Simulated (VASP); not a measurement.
# InGa3P4 (Pm-3m) in VASP: relaxation of cell and atoms with PBE

Aim: the relaxation of cell and atoms of InGa3P4 with PBE.

Program: VASP 6.6.1. These are calculated values, not measurements. Logs are shortened: lines on timing, memory, paths and dates and some standing lists are left out, and cuts for length are marked.

### Step 1. The cell of the first run

It takes space group Pm-3m (No. 221, cubic). The conventional cell has a = 5.275 Å, b = 5.275 Å, c = 5.275 Å, α = 90.00°, β = 90.00°, γ = 90.00°. In (site symmetry m-3m) has 6 P at 2.64 Å within 3.5 Å. Ga (site symmetry 4/mmm) has 6 P at 2.64 Å within 3.5 Å. P (site symmetry 4/mmm) has 2 In at 2.64 Å and 4 Ga at 2.64 Å within 3.5 Å. Within 3.5 Å of P (site symmetry m-3m) lie 6 Ga at 2.64 Å.

### Step 2. Relaxation of cell and atoms, PBE

Contents of INCAR:

```
SYSTEM = InGa3P4
  PREC = Accurate
  ENCUT = 600
  EDIFF = 1E-7
  ISMEAR = 0
  SIGMA = 0.1
  LREAL = .FALSE.
  LASPH = .TRUE.
  NELM = 100
  ALGO = Normal
  ISIF = 3
  LWAVE = .FALSE.
  LCHARG = .FALSE.
  GGA = PE
  IBRION = 2
  NSW = 100
  EDIFFG = -0.01
```

Contents of KPOINTS:

```
Automatic mesh
0
G
  8 8 8
  0 0 0
```

Contents of POSCAR:

```
InGa3P4
1.0
    5.2749515595      0.0000000000      0.0000000000
    0.0000000000      5.2749515595      0.0000000000
    0.0000000000      0.0000000000      5.2749515595
In Ga P
1 3 4
Direct
    0.5000000000      0.5000000000      0.5000000000
    0.0000000000      0.0000000000      0.5000000000
    0.5000000000      0.0000000000      0.0000000000
    0.0000000000      0.5000000000      0.0000000000
    0.5000000000      0.5000000000      0.0000000000
    0.0000000000      0.5000000000      0.5000000000
    0.5000000000      0.0000000000      0.5000000000
    0.0000000000      0.0000000000      0.0000000000
```

Potentials or basis: VASP PAW PBE potentials, release 64 (In_d, Ga_d, P).

Run with:

```bash
$ cat potpaw_PBE.64/In_d/POTCAR potpaw_PBE.64/Ga_d/POTCAR potpaw_PBE.64/P/POTCAR > POTCAR
$ mpirun -np 1 vasp_std > vasp.out
```

OUTCAR:

```text
SYSTEM = InGa3P4
   PREC = Accurate
   ENCUT = 600
   EDIFF = 1E-7
   ISMEAR = 0
   LREAL = .FALSE.
   LASPH = .TRUE.
   NELM = 100
   ISIF = 3
   GGA = PE
   IBRION = 2
   NSW = 100
   EDIFFG = -0.01

 ion  position               nearest neighbor table
   1  0.500  0.500  0.500-   5 2.64   6 2.64   7 2.64   5 2.64   7 2.64   6 2.64
   2  0.000  0.000  0.500-   6 2.64   7 2.64   8 2.64   8 2.64   6 2.64   7 2.64
   3  0.500  0.000  0.000-   5 2.64   7 2.64   8 2.64   7 2.64   5 2.64   8 2.64
   4  0.000  0.500  0.000-   5 2.64   6 2.64   8 2.64   6 2.64   8 2.64   5 2.64
   5  0.500  0.500  0.000-   1 2.64   3 2.64   4 2.64   1 2.64   3 2.64   4 2.64
   6  0.000  0.500  0.500-   1 2.64   2 2.64   4 2.64   4 2.64   2 2.64   1 2.64
   7  0.500  0.000  0.500-   1 2.64   2 2.64   3 2.64   3 2.64   1 2.64   2 2.64
   8  0.000  0.000  0.000-   2 2.64   3 2.64   4 2.64   2 2.64   4 2.64   3 2.64

  LATTYP: Found a simple cubic cell.
 ALAT       =     5.2749515595

  Lattice vectors:

 A1 = (   5.2749515595,   0.0000000000,   0.0000000000)
 A2 = (   0.0000000000,   5.2749515595,   0.0000000000)
 A3 = (   0.0000000000,   0.0000000000,   5.2749515595)

Analysis of symmetry for initial positions (statically):
=====================================================================
 Subroutine PRICEL returns:
 Original cell was already a primitive cell.

 Routine SETGRP: Setting up the symmetry group for a
 simple cubic supercell.

 Subroutine GETGRP returns: Found 48 space group operations
 (whereof 48 operations were pure point group operations)
 out of a pool of 48 trial point group operations.

The static configuration has the point symmetry O_h .

Analysis of symmetry for dynamics (positions and initial velocities):
=====================================================================
 Subroutine PRICEL returns:
 Original cell was already a primitive cell.

 Routine SETGRP: Setting up the symmetry group for a
 simple cubic supercell.

 Subroutine GETGRP returns: Found 48 space group operations
 (whereof 48 operations were pure point group operations)
 out of a pool of 48 trial point group operations.

The dynamic configuration has the point symmetry O_h .

 Subroutine INISYM returns: Found 48 space group operations
 (whereof 48 operations are pure point group operations),
 and found     1 'primitive' translations

----------------------------------------------------------------------------------------

                                     Primitive cell

  volume of cell :     146.7761

  direct lattice vectors                    reciprocal lattice vectors
     5.274951559  0.000000000  0.000000000     0.189575201  0.000000000  0.000000000
     0.000000000  5.274951559  0.000000000     0.000000000  0.189575201  0.000000000
     0.000000000  0.000000000  5.274951559     0.000000000  0.000000000  0.189575201

  length of vectors
     5.274951559  5.274951559  5.274951559     0.189575201  0.189575201  0.189575201

  position of ions in fractional coordinates (direct lattice)
     0.500000000  0.500000000  0.500000000
     0.000000000  0.000000000  0.500000000
     0.500000000  0.000000000  0.000000000
     0.000000000  0.500000000  0.000000000
     0.500000000  0.500000000  0.000000000
     0.000000000  0.500000000  0.500000000
     0.500000000  0.000000000  0.500000000
     0.000000000  0.000000000  0.000000000

  ion indices of the primitive-cell ions
   primitive index   ion index
                 1           1
                 2           2
                 3           3
                 4           4
                 5           5
                 6           6
                 7           7
                 8           8

----------------------------------------------------------------------------------------

 KPOINTS: Automatic mesh

Automatic generation of k-mesh.
 Grid dimensions read from file:
 generate k-points for:    8    8    8

 Generating k-lattice:

  Cartesian coordinates                     Fractional coordinates (reciprocal lattice)
     0.023696900  0.000000000  0.000000000     0.125000000  0.000000000  0.000000000
     0.000000000  0.023696900  0.000000000     0.000000000  0.125000000  0.000000000
     0.000000000  0.000000000  0.023696900     0.000000000  0.000000000  0.125000000

  Length of vectors
     0.023696900  0.023696900  0.023696900

  Shift w.r.t. Gamma in fractional coordinates (k-lattice)
     0.000000000  0.000000000  0.000000000

 Subroutine IBZKPT returns following result:
 ===========================================

 Found     35 irreducible k-points:

 Following reciprocal coordinates:
            Coordinates               Weight
  0.000000  0.000000  0.000000      1.000000
  0.125000  0.000000  0.000000      6.000000
  0.250000  0.000000  0.000000      6.000000
  0.375000  0.000000  0.000000      6.000000
  0.500000  0.000000  0.000000      3.000000
  0.125000  0.125000  0.000000     12.000000
[... 16 lines left out ...]
  0.375000  0.375000  0.125000     24.000000
  0.500000  0.375000  0.125000     24.000000
 [... further k-points ...]
   k-points           NKPTS =     35   k-points in BZ     NKDIM =     35   number of bands    NBANDS=     43
   number of dos      NEDOS =    301   number of ions     NIONS =      8
   total plane-waves  NPLWV =  74088
   dimension x,y,z NGX =    42 NGY =   42 NGZ =   42
   dimension x,y,z NGXF=    84 NGYF=   84 NGZF=   84
   ions per type =               1   3   4
   NGX,Y,Z   is equivalent  to a cutoff of  13.24, 13.24, 13.24 a.u.
   NGXF,Y,Z  is equivalent  to a cutoff of  26.47, 26.47, 26.47 a.u.
 SYSTEM =  InGa3P4
   PREC   = accura    normal or accurate (medium, high low for compatibility)
   ISTART =      0    job   : 0-new  1-cont  2-samecut
   ICHARG =      2    charge: 1-file 2-atom 10-const
   ISPIN  =      1    spin polarized calculation?
   LNONCOLLINEAR =      F non collinear calculations
   LSORBIT =      F    spin-orbit coupling
   LASPH  =      T    aspherical Exc in radial PAW
   ENCUT  =  600.0 eV  44.10 Ry    6.64 a.u.  10.54 10.54 10.54*2*pi/ulx,y,z
   NELM   =    100;   NELMIN=  2; NELMDL= -5     # of ELM steps
   EDIFF  = 0.1E-06   stopping-criterion for ELM
   LREAL  =      F    real-space projection
   EDIFFG = -.1E-01   stopping-criterion for IOM
   NSW    =    100    number of steps for IOM
   IBRION =      2    ionic relax: 0-MD 1-quasi-New 2-CG
   NFREE  =      1    steps in history (QN), initial steepest desc. (CG)
   ISIF   =      3    stress and relaxation
   ISYM   =      2    0-nonsym 1-usesym 2-fastsym
   POTIM  = 0.5000    time-step for ionic-motion
   TEBEG  =    0.0;   TEEND  =   0.0 temperature during run
   PSTRESS=    0.0 pullay stress
   NELECT =      72.0000    total number of electrons
   NUPDOWN=      -1.0000    fix difference up-down
   EMIN   =  10.00;   EMAX   =-10.00  energy-range for DOS
   EFERMI =   0.00;   METHOD = LEGACY
   ISMEAR =     0;   SIGMA  =   0.10  broadening in eV -4-tet -1-fermi 0-gaus
   EFERMI_NEDOS =   21; number of points for ismear=-14 and -15
   IALGO  =     38    algorithm
   IMIX   =      4    mixing-type and parameters
     AMIX     =   0.40;   BMIX     =  1.00
     AMIX_MAG =   1.60;   BMIX_MAG =  1.00
  volume/ion in A,a.u.               =      18.35       123.81
  Fermi-wavevector in a.u.,A,eV,Ry     =   1.291122  2.439866 22.680848  1.666995
  Thomas-Fermi vector in A             =   2.422911
   LORBIT       =      0    0 simple, 1 ext, 2 COOP (PROOUT), +10 PAW based schemes
   GGA     = PE    functional components
   LHFCALC =     F    Hartree Fock is set to
   AEXX    =    0.0000 exact exchange contribution
   IVDW    =     0    specifies the selected vdW correction
   LEPSILON=     F    determine dielectric tensor
   LRPA    =     F    only Hartree local field effects (RPA)
 conjugate gradient relaxation of ions
 non-spin polarized calculation
 Gauss-broadening in eV      SIGMA  =   0.10
  energy-cutoff  :      600.00
  volume of cell :      146.78
 maximum number of plane-waves:      4945
   NGX = 21   NGY = 21   NGZ = 21

 number of electron      72.0000051 magnetization

 Free energy of the ion-electron system (eV)
  ---------------------------------------------------
  ext. energy  EPLUGINS =         0.00000000
  ---------------------------------------------------
  free energy    TOTEN  =       -32.52823112 eV

  energy without entropy =      -32.50172845  energy(sigma->0) =      -32.51497979

 E-fermi :   6.4768     XC(G=0): -10.7632

 val. band max:        6.4538382352   @ k =   0.5000   0.3750   0.2500
 cond. band min:       6.4768849851   @ k =   0.3750   0.2500   0.2500
 fundamental gap:      0.0230467499
 Fermi energy:         6.4768147785

 k-point     1 :       0.0000    0.0000    0.0000
  band No.  band energies     occupation
      1      -8.3140      2.00000
      2      -8.3140      2.00000
      3      -8.2650      2.00000
      4      -8.1036      2.00000
      5      -8.1036      2.00000
      6      -8.1036      2.00000
[... 35 lines left out ...]
     42      10.0802      0.00000
     43      10.0802      0.00000

 k-point     2 :       0.1250    0.0000    0.0000
  band No.  band energies     occupation
      1      -8.3060      2.00000
      2      -8.3008      2.00000
      3      -8.2583      2.00000
      4      -8.1026      2.00000
      5      -8.1009      2.00000
      6      -8.1009      2.00000
[... 35 lines left out ...]
     42      10.3924      0.00000
     43      10.3924      0.00000

 k-point     3 :       0.2500    0.0000    0.0000
  band No.  band energies     occupation
      1      -8.2851      2.00000
      2      -8.2661      2.00000
      3      -8.2402      2.00000
      4      -8.1095      2.00000
      5      -8.1001      2.00000
      6      -8.0939      2.00000
[... 35 lines left out ...]
     42      11.2244      0.00000
     43      11.2247      0.00000

 k-point     4 :       0.3750    0.0000    0.0000
  band No.  band energies     occupation
      1      -8.2612      2.00000
      2      -8.2298      2.00000
      3      -8.2097      2.00000
      4      -8.1314      2.00000
      5      -8.0989      2.00000
      6      -8.0969      2.00000
[... 863 lines left out ...]
     42      10.6251      0.00000
     43      11.4543      0.00000

 k-point    23 :       0.3750    0.3750    0.1250
  band No.  band energies     occupation
      1      -8.1819      2.00000
      2      -8.1693      2.00000
      3      -8.1686      2.00000
      4      -8.1195      2.00000
      5      -8.1187      2.00000
      6      -8.1132      2.00000
[... 35 lines left out ...]
     42      10.6753      0.00000
     43      10.6989      0.00000

 k-point    24 :       0.5000    0.3750    0.1250
  band No.  band energies     occupation
      1      -8.1669      2.00000
      2      -8.1649      2.00000
      3      -8.1434      2.00000
      4      -8.1346      2.00000
      5      -8.1178      2.00000
      6      -8.1169      2.00000
[... 35 lines left out ...]
     42      10.3225      0.00000
     43      10.5938      0.00000

 [... further k-points ...]
[... 5 lines left out ...]
  --------------------------------------------------------------------------------------
  -------------------------------------------------------------------------------------
  Total       -0.0504813     -0.0504813     -0.0504813     -0.0000000     -0.0000000      0.0000000
  in kB       -0.5510431     -0.5510431     -0.5510431     -0.0000000     -0.0000000      0.0000000
  external PRESSURE =      -0.5510431 kB  Pullay stress =       0.0000000 kB

 VOLUME and BASIS-vectors are now :
 -----------------------------------------------------------------------------
  energy-cutoff  :      600.00
  volume of cell :      146.78
      direct lattice vectors                 reciprocal lattice vectors
     5.274951559  0.000000000  0.000000000     0.189575201  0.000000000  0.000000000
     0.000000000  5.274951559  0.000000000     0.000000000  0.189575201  0.000000000
     0.000000000  0.000000000  5.274951559     0.000000000  0.000000000  0.189575201

 POSITION                                       TOTAL-FORCE (eV/Angst)
 -----------------------------------------------------------------------------------
      2.63748      2.63748      2.63748         0.000000      0.000000      0.000000
      0.00000      0.00000      2.63748         0.000000      0.000000      0.000000
      2.63748      0.00000      0.00000         0.000000      0.000000      0.000000
      0.00000      2.63748      0.00000         0.000000      0.000000      0.000000
      2.63748      2.63748      0.00000         0.000000      0.000000      0.000000
      0.00000      2.63748      2.63748         0.000000      0.000000      0.000000
      2.63748      0.00000      2.63748         0.000000      0.000000      0.000000
      0.00000      0.00000      0.00000         0.000000      0.000000      0.000000
 -----------------------------------------------------------------------------------
    total drift:                                0.000000      0.000000     -0.000000

  FREE ENERGIE OF THE ION-ELECTRON SYSTEM (eV)
  ---------------------------------------------------
  free  energy   TOTEN  =       -32.5282311219 eV

  energy  without entropy=      -32.5017284502  energy(sigma->0) =      -32.51497979

 reached required accuracy - stopping structural energy minimisation
```

Run time: 4.5 min. Hardware: 1 thread of Intel Xeon Platinum 8259CL at 2.50GHz (Skylake/Cascade Lake), shared host; peak memory 0.4 GiB.

What came out:

| Property | Result |
| --- | --- |
| Free energy | -32.5282 eV |
| Pressure after relaxing | -0.1 GPa |
| Band gap on the k mesh | zero (bands 36 and 37 overlap by 1.42 eV) |

Final structure:
```
In Ga P
1.0
     5.27495    0.00000    0.00000
     0.00000    5.27495    0.00000
     0.00000    0.00000    5.27495
In Ga P
1 3 4
Direct
  0.50000 0.50000 0.50000
  0.00000 0.00000 0.50000
  0.50000 0.00000 0.00000
  0.00000 0.50000 0.00000
  0.50000 0.50000 0.00000
  0.00000 0.50000 0.50000
  0.50000 0.00000 0.50000
  0.00000 0.00000 0.00000
```

Caveat: the relaxation stopped at its first step, so nothing moved; spin-orbit coupling is left out, which moves the levels of the heavy elements.

The gap in the log of VASP goes by the Fermi energy; the results here count the filled bands.